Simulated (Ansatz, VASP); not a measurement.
# In: VASP beside Ansatz

```
In
1.0
    -1.69210    1.69210    1.69210
     1.69210   -1.69210    1.69210
     1.69210    1.69210   -1.69210
In
1
Direct
  0.00000 0.00000 0.00000
```

Change from the starting cell: volume scaled by 0.75, LAPW.

Alike in both runs: task single point; functional PBEsol; k mesh 16 × 16 × 16; occupations fermi-dirac, width 0.1 eV; no spin polarisation.

|  | VASP | Ansatz |
| --- | --- | --- |
| version | VASP 6.6.1 | Ansatz 0.2.0 |
| potentials or method | VASP PAW PBE potentials, release 64 (In_d), cutoff 520 eV | all-electron LAPW, scalar-relativistic |

```tsv
	VASP	Ansatz	Ansatz less VASP
pressure (GPa)	26.3	26.3	+0.03
```

VASP's potentials were made for PBE, not for PBEsol. Ansatz ran all-electron here, and VASP with PAW potentials.
